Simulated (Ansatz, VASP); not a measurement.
**Au in VASP and in Ansatz**

Contents of INCAR:

```
SYSTEM = Au
PREC = Accurate ; ENCUT = 600
EDIFF = 1E-6 ; ISMEAR = 0
SIGMA = 0.1 ; LREAL = .False.
LASPH = .True. ; NELM = 100
ALGO = Normal ; ISIF = 3
LWAVE = .False. ; LCHARG = .False.
GGA = PE ; IBRION = 2
NSW = 100 ; EDIFFG = -0.01
```

File KPOINTS:

```
regular mesh
0
Gamma
  18 18 6
  0 0 0
```

The input POSCAR:

```
Au
1.0
    2.8678764908      0.0000000000      0.0000000000
   -1.4339382454      2.4836538960      0.0000000000
    0.0000000000      0.0000000000     10.5622071856
Au
4
Direct
    0.3333333333      0.6666666667      0.3814701726
    0.6666666667      0.3333333333      0.8814701726
    0.6666666667      0.3333333333      0.6185298274
    0.3333333333      0.6666666667      0.1185298274
```

Input for Ansatz:

```yaml
crystal:
  lattice:
    - [2.8678764908, 0.0, 0.0]
    - [-1.4339382454, 2.483653896, 0.0]
    - [0.0, 0.0, 10.5622071856]
  atoms:
    - { symbol: Au, position: [0.3333333333, 0.6666666667, 0.3814701726] }
    - { symbol: Au, position: [0.6666666667, 0.3333333333, 0.8814701726] }
    - { symbol: Au, position: [0.6666666667, 0.3333333333, 0.6185298274] }
    - { symbol: Au, position: [0.3333333333, 0.6666666667, 0.1185298274] }
basis:
  ecutwfc: 420
kpoints:
  mp_grid: { grid: [18, 18, 6] }
hamiltonian:
  xc: pbe
scf:
  occupations: { method: gaussian, width: 0.1 }
output:
  forces: true
  stress: true
  eigenvalues: true
relax:
  adjacent_minimum: "off"
  f_tol: 0.01
  max_steps: 80
  cell: { stress_tol: 0.05 }
```

Alike in both runs: task relaxation of cell and atoms; functional PBE; k mesh 18 × 18 × 6; occupations gaussian, width 0.1 eV; no spin polarisation.

|  | VASP | Ansatz |
| --- | --- | --- |
| version | VASP 6.6.1 | Ansatz 0.2.0 |
| potentials or method | VASP PAW PBE potentials, release 64 (Au), cutoff 600 eV | scalar-relativistic, plane waves, PAW |
| valence electrons in the cell | 44 | 76 |

```csv
,VASP,Ansatz,Ansatz less VASP
"gap on the k mesh at the Fermi level, each at its own relaxed structure (eV)",none,none,-
relaxed volume (Å³/atom),18.74,18.75,+0.018
relaxed cell length with the largest relative difference (Å),2.848,2.849,+0.0012
```

A gap of «none» marks a metal or a gap that the smearing closes. VASP's potentials hold 44 valence electrons a cell and Ansatz's 76, so a difference there can come from the potentials and not from the codes.

Neither program's run includes spin-orbit coupling.
